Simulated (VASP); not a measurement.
# Hg in VASP: single point with PBE

Aim: the single point of Hg with PBE.

All numbers are computed with VASP 6.6.1; they aren't measurements. Logs are shortened: lines on timing, memory, paths and dates and some standing lists are left out, and cuts for length are marked.

**1. The cell of the first run**

The cell holds a slab with vacuum, 4 atoms: a = 3.029 Å, b = 3.029 Å, c = 24.119 Å, α = 90.00°, β = 90.00°, γ = 84.97°.

**2. Single point, PBE**

INCAR reads:

```
SYSTEM = Hg
PREC     = Accurate       ! precision mode
ENCUT    = 520            ! plane-wave cutoff, eV
EDIFF    = 1E-7           ! SCF threshold, eV
ISMEAR   = -1             ! smearing method
SIGMA    = 0.05           ! smearing width, eV
LREAL    = .False.        ! projectors in reciprocal space
LASPH    = .True.         ! aspherical terms in the spheres
NELM     = 60             ! most SCF steps
ALGO     = Normal         ! electronic algorithm
ISIF     = 2              ! what is computed and relaxed
LWAVE    = .False.        ! write WAVECAR
LCHARG   = .True.         ! write CHGCAR
GGA      = PE             ! functional
LELF     = .True.         ! ELF
LVHAR    = .True.       
NBANDS   = 32             ! bands
```

KPOINTS reads:

```
Automatic mesh
0
Gamma
  9 9 1
  0 0 0
```

POSCAR reads:

```
Hg
1.0
    3.0292220146      0.0000000000      0.0000000000
    0.2657824250      3.0175396793      0.0000000000
    0.0000000000      0.0000000000     24.1194020613
Hg
4
Direct
    0.6170788520      0.6170788520      0.3109529822
    0.6951314200      0.6951314200      0.4369843274
    0.7731839880      0.7731839880      0.5630156726
    0.8512365560      0.8512365560      0.6890470178
```

Potentials or basis: VASP PAW PBE potentials, release 64 (Hg).

Started as:

```
$ cat potpaw_PBE.64/Hg/POTCAR > POTCAR
$ mpirun -np 1 vasp_std > vasp.out
```

OUTCAR:

```text
SYSTEM = Hg
   PREC = Accurate
   ENCUT = 520
   EDIFF = 1E-7
   ISMEAR = -1
   LREAL = .False.
   LASPH = .True.
   NELM = 60
   ISIF = 2
   GGA = PE

 ion  position               nearest neighbor table
   1  0.617  0.617  0.311-   2 3.06
   2  0.695  0.695  0.437-   1 3.06   3 3.06
   3  0.773  0.773  0.563-   4 3.06   2 3.06
   4  0.851  0.851  0.689-   3 3.06

  LATTYP: Found a base centered orthorhombic cell.
 ALAT       =     4.0917165202
 B/A-ratio  =     1.0919506584
 C/A-ratio  =     5.8946903927

  Lattice vectors:

 A1 = (  -0.2657824250,  -3.0175396793,   0.0000000000)
 A2 = (   3.0292220146,   0.0000000000,   0.0000000000)
 A3 = (   0.0000000000,   0.0000000000,  24.1194020613)

Analysis of symmetry for initial positions (statically):
=====================================================================
 Subroutine PRICEL returns:
 Original cell was already a primitive cell.

 Routine SETGRP: Setting up the symmetry group for a
 base centered orthorhombic supercell.

 Subroutine GETGRP returns: Found  4 space group operations
 (whereof  2 operations were pure point group operations)
 out of a pool of  8 trial point group operations.

The static configuration has the point symmetry C_1h.
 The point group associated with its full space group is C_2h.

Analysis of symmetry for dynamics (positions and initial velocities):
=====================================================================
 Subroutine PRICEL returns:
 Original cell was already a primitive cell.

 Routine SETGRP: Setting up the symmetry group for a
 base centered orthorhombic supercell.

 Subroutine GETGRP returns: Found  4 space group operations
 (whereof  2 operations were pure point group operations)
 out of a pool of  8 trial point group operations.

The dynamic configuration has the point symmetry C_1h.
 The point group associated with its full space group is C_2h.

 Subroutine INISYM returns: Found  4 space group operations
 (whereof  2 operations are pure point group operations),
 and found     1 'primitive' translations

----------------------------------------------------------------------------------------

                                     Primitive cell

  volume of cell :     220.4706

  direct lattice vectors                    reciprocal lattice vectors
     3.029222015  0.000000000  0.000000000     0.330117765 -0.029076502  0.000000000
     0.265782425  3.017539679  0.000000000     0.000000000  0.331395808  0.000000000
     0.000000000  0.000000000 24.119402061     0.000000000  0.000000000  0.041460398
[... 87 lines left out ...]
   EDIFF  = 0.1E-06   stopping-criterion for ELM
   LREAL  =      F    real-space projection
   EDIFFG = 0.1E-05   stopping-criterion for IOM
   NSW    =      0    number of steps for IOM
   IBRION =     -1    ionic relax: 0-MD 1-quasi-New 2-CG
   NFREE  =      0    steps in history (QN), initial steepest desc. (CG)
   ISIF   =      2    stress and relaxation
   ISYM   =      2    0-nonsym 1-usesym 2-fastsym
   POTIM  = 0.5000    time-step for ionic-motion
   TEBEG  =    0.0;   TEEND  =   0.0 temperature during run
   PSTRESS=    0.0 pullay stress
   NELECT =      48.0000    total number of electrons
   NUPDOWN=      -1.0000    fix difference up-down
   EMIN   =  10.00;   EMAX   =-10.00  energy-range for DOS
   EFERMI =   0.00;   METHOD = LEGACY
   ISMEAR =    -1;   SIGMA  =   0.05  broadening in eV -4-tet -1-fermi 0-gaus
   EFERMI_NEDOS =   21; number of points for ismear=-14 and -15
   IALGO  =     38    algorithm
   IMIX   =      4    mixing-type and parameters
     AMIX     =   0.40;   BMIX     =  1.00
     AMIX_MAG =   1.60;   BMIX_MAG =  1.00
  volume/ion in A,a.u.               =      55.12       371.95
  Fermi-wavevector in a.u.,A,eV,Ry     =   0.984854  1.861104 13.196790  0.969937
  Thomas-Fermi vector in A             =   2.116117
   LORBIT       =      0    0 simple, 1 ext, 2 COOP (PROOUT), +10 PAW based schemes
   GGA     = PE    functional components
   LHFCALC =     F    Hartree Fock is set to
   AEXX    =    0.0000 exact exchange contribution
   IVDW    =     0    specifies the selected vdW correction
   LEPSILON=     F    determine dielectric tensor
   LRPA    =     F    only Hartree local field effects (RPA)
 non-spin polarized calculation
  energy-cutoff  :      520.00
  volume of cell :      220.47
 maximum number of plane-waves:      5987
   NGX = 11   NGY = 11   NGZ = 89

 number of electron      48.0000002 magnetization

 Free energy of the ion-electron system (eV)
  ---------------------------------------------------
  ext. energy  EPLUGINS =         0.00000000
  ---------------------------------------------------
  free energy    TOTEN  =        -0.45566304 eV

  energy without entropy =       -0.44570000  energy(sigma->0) =       -0.45068152

 E-fermi :  -1.2318     XC(G=0):  -5.4920

 val. band max:       -1.2517491606   @ k =  -0.4444   0.2222   0.0000
 cond. band min:      -1.0915156912   @ k =   0.4444   0.0000   0.0000
 fundamental gap:      0.1602334694
 Fermi energy:        -1.2317821501

 k-point     1 :       0.0000    0.0000    0.0000
  band No.  band energies     occupation
      1      -9.1424      2.00000
      2      -8.9685      2.00000
      3      -8.9556      2.00000
      4      -8.9186      2.00000
      5      -8.8747      2.00000
      6      -8.8424      2.00000
[... 829 lines left out ...]
     31       3.7957      0.00000
     32       4.1018      0.00000

 [... further k-points ...]

------------------------ aborting loop because EDIFF is reached ----------------------------------------

  FORCE on cell =-STRESS in cart. coord.  units (eV):
  Direction    XX          YY          ZZ          XY          YZ          ZX
  --------------------------------------------------------------------------------------
  -------------------------------------------------------------------------------------
  Total        1.0792870      1.0943720      1.1893397     -0.0856335      0.0912252      0.0996134
  in kB        7.8432649      7.9528892      8.6430267     -0.6223056      0.6629407      0.7238984
  external PRESSURE =       8.1463936 kB  Pullay stress =       0.0000000 kB

 VOLUME and BASIS-vectors are now :
 -----------------------------------------------------------------------------
  energy-cutoff  :      520.00
  volume of cell :      220.47
      direct lattice vectors                 reciprocal lattice vectors
     3.029222015  0.000000000  0.000000000     0.330117765 -0.029076502  0.000000000
     0.265782425  3.017539679  0.000000000     0.000000000  0.331395808  0.000000000
     0.000000000  0.000000000 24.119402061     0.000000000  0.000000000  0.041460398

 POSITION                                       TOTAL-FORCE (eV/Angst)
 -----------------------------------------------------------------------------------
      2.03328      1.86206      7.50000        -0.014118     -0.012929     -0.182207
      2.29046      2.09759     10.53980         0.009745      0.008924      0.135575
      2.54764      2.33311     13.57960        -0.009745     -0.008924     -0.135575
      2.80483      2.56864     16.61940         0.014118      0.012929      0.182207
 -----------------------------------------------------------------------------------
    total drift:                                0.000008      0.000007      0.000073

  FREE ENERGIE OF THE ION-ELECTRON SYSTEM (eV)
  ---------------------------------------------------
  free  energy   TOTEN  =        -0.4556630428 eV

  energy  without entropy=       -0.4456999950  energy(sigma->0) =       -0.45068152
```

OSZICAR:

```text
N       E                     dE             d eps       ncg     rms          rms(c)
DAV:   1     0.357546659821E+03    0.35755E+03   -0.21366E+04  1600   0.128E+03
DAV:   2     0.136951489892E+02   -0.34385E+03   -0.32346E+03  1760   0.327E+02
DAV:   3    -0.480101443034E+00   -0.14175E+02   -0.14045E+02  1848   0.697E+01
[... 11 lines left out ...]
DAV:  15    -0.455661713713E+00   -0.14271E-05   -0.40764E-07  1344   0.189E-03    0.907E-04
DAV:  16    -0.455662380214E+00   -0.66650E-06   -0.24583E-07  1296   0.165E-03    0.553E-04
DAV:  17    -0.455662853567E+00   -0.47335E-06   -0.10041E-07  1136   0.116E-03    0.274E-04
DAV:  18    -0.455662974964E+00   -0.12140E-06   -0.28236E-08  1096   0.339E-04    0.220E-04
DAV:  19    -0.455663042835E+00   -0.67871E-07   -0.91074E-09  1144   0.274E-04
   1 F= -.45566304E+00 E0= -.45068152E+00  d E =-.996305E-02
```

Run time: 5.4 min. Hardware: 1 thread of AMD EPYC 7R43 (Zen 3), shared host; peak memory 0.35 GiB.

Results:

| Property | Result |
| --- | --- |
| Free energy | -0.4557 eV |
| Largest force | 0.183 eV/Å |
| Band gap on the k mesh | zero (band 24 reaches 0.57 eV, above the bottom of band 25 at -2.02 eV) |

Forces in eV/Å, atoms in the order of the input:
```
Hg  -0.014 -0.013 -0.182
Hg   0.010  0.009  0.136
Hg  -0.010 -0.009 -0.136
Hg   0.014  0.013  0.182
```

Levels at points of the mesh, in eV from the Fermi level:
```tsv
k point	band 22	band 23	band 24	band 25	band 26	band 27
(0.00, 0.00, 0.00)	-5.77	-5.44	-3.82	-0.79	1.20	3.21
```

Caveat: spin-orbit coupling is left out, which moves the levels of the heavy elements.
